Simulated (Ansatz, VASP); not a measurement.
## CO: VASP beside Ansatz

```
C O
1.0
    15.00000    0.00000    0.00000
     0.00000   15.50000    0.00000
     0.00000    0.00000   16.00000
C O
1 1
Cartesian
  7.5274 7.7350 7.4344
  7.4726 7.7650 8.5656
```

Alike in both runs: functional PBEsol; k mesh 1 × 1 × 1; occupations gaussian, width 0.005 eV; no spin polarisation.

Ansatz relaxed the structure, and its values are those at the end. VASP's run is a single point on that final structure, the one shown.

|  | VASP | Ansatz |
| --- | --- | --- |
| version | VASP 6.6.1 | Ansatz 0.2.0 |
| potentials or method | VASP PAW PBE potentials, release 64 (C, O), cutoff 520 eV | scalar-relativistic, plane waves, PAW |
| valence electrons in the cell | 10 | 10 |

Ansatz gave:

* gap on the k mesh at the Fermi level (eV): 6.93
* rms of the force components (eV/Å): 0.002

Task: Which values does VASP return?

Result: gap on the k mesh at the Fermi level (eV): 6.93; rms of the force components (eV/Å): 0.599.

VASP's potentials were made for PBE, not for PBEsol. One of these differences is far larger than is usual between the two programs; its cause wasn't traced. The functional is the same, so the differences come from potentials, cutoffs and numerics.

Noted on VASP's run: the standard files for N, O and F lose accuracy on very short bonds.
